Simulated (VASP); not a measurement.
Input of a VASP 6.6.1 run:

The input INCAR:

```
SYSTEM = Ba
PREC = Accurate ; ENCUT = 520
EDIFF = 1E-7 ; ISMEAR = 0
SIGMA = 0.1 ; LREAL = .FALSE.
LASPH = .TRUE. ; NELM = 60
ALGO = Fast ; ISIF = 2
LWAVE = .FALSE. ; LCHARG = .FALSE.
GGA = PE ; NBANDS = 11
```

File KPOINTS:

```
regular mesh
0
G
  12 12 12
  0 0 0
```

The input POSCAR:

```
Ba
1.0
   -2.5065000000      2.5065000000      2.5065000000
    2.5065000000     -2.5065000000      2.5065000000
    2.5065000000      2.5065000000     -2.5065000000
Ba
1
Direct
    0.0000000000      0.0000000000      0.0000000000
```

Potentials or basis: VASP PAW PBE potentials, release 64 (Ba_sv).

Launch:

```bash
$ cat potpaw_PBE.64/Ba_sv/POTCAR > POTCAR
$ mpirun -np 1 vasp_std > vasp.out
```

Question: What does it give for the pressure?

Answer: 0.1 GPa.

Question: Predict the band gap on the k mesh.

Answer: Zero (band 5 reaches 2.17 eV, above the bottom of band 6 at 1.10 eV).

Caveat: spin-orbit coupling is left out, which moves the levels of the heavy elements.
